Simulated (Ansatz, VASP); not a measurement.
**One calculation of PbO, two programs**

```
Pb O
1.0
     0.00000    2.57141    2.57141
     2.57141    0.00000    2.57141
     2.57141    2.57141    0.00000
Pb O
1 1
Cartesian
  2.5714 2.5714 2.5714
  0.0000 0.0000 0.0000
```

Alike in both runs: task single point; functional PBEsol; k mesh 10 × 10 × 10; occupations gaussian, width 0.05 eV; no spin polarisation.

|  | VASP | Ansatz |
| --- | --- | --- |
| version | VASP 6.6.1 | Ansatz 0.2.0 |
| potentials or method | VASP PAW PBE potentials, release 64 (Pb_d, O), cutoff 520 eV | scalar-relativistic, plane waves, PAW |
| valence electrons in the cell | 20 | 20 |

|  | VASP | Ansatz | Ansatz less VASP |
| --- | --- | --- | --- |
| gap on the k mesh at the Fermi level (eV) | 0.63 | 0.63 | 0.000 |
| least direct gap on the mesh (eV) | 0.73 | 0.73 | 0.000 |
| pressure (GPa) | 2.0 | 2.1 | +0.06 |

VASP's potentials were made for PBE, not for PBEsol.

Spin-orbit coupling is off throughout.
